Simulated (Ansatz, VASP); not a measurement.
**One calculation of Cl, two programs**

```
Cl
1.0
     7.82974    0.00000    0.00000
     0.00000    7.82974    0.00000
     0.00000    0.00000    7.82974
Cl
16
Direct
  0.38389 0.52676 0.21372
  0.26149 0.48476 0.98183
  0.07931 0.90554 0.98310
  0.16828 0.00334 0.74795
  0.74429 0.04137 0.55036
  0.73072 0.04293 0.28138
  0.92507 0.50635 0.34731
  0.95095 0.49442 0.61703
  0.90870 0.50359 0.97621
  0.66981 0.60748 0.92252
  0.29314 0.14726 0.48852
  0.20533 0.05111 0.25999
  0.39725 0.72694 0.62041
  0.56641 0.59750 0.47644
  0.73201 0.06213 0.91911
  0.53080 0.22855 0.91068
```

Alike in both runs: functional PBE; dispersion D3(BJ); k mesh 1 × 1 × 1; occupations fermi-dirac, width 0.02 eV; no spin polarisation.

Ansatz relaxed the structure, and its values are those at the end. VASP's run is a single point on that final structure, the one shown.

|  | VASP | Ansatz |
| --- | --- | --- |
| version | VASP 6.6.1 | Ansatz 0.2.0 |
| potentials or method | VASP PAW PBE potentials, release 64 (Cl), cutoff 520 eV | scalar-relativistic, plane waves, PAW |
| valence electrons in the cell | 112 | 112 |

Ansatz gave:

| Property | Result |
| --- | --- |
| rms of the force components (eV/Å) | 0.100 |

Task: Estimate VASP's values.

Result: rms of the force components (eV/Å): 0.129.
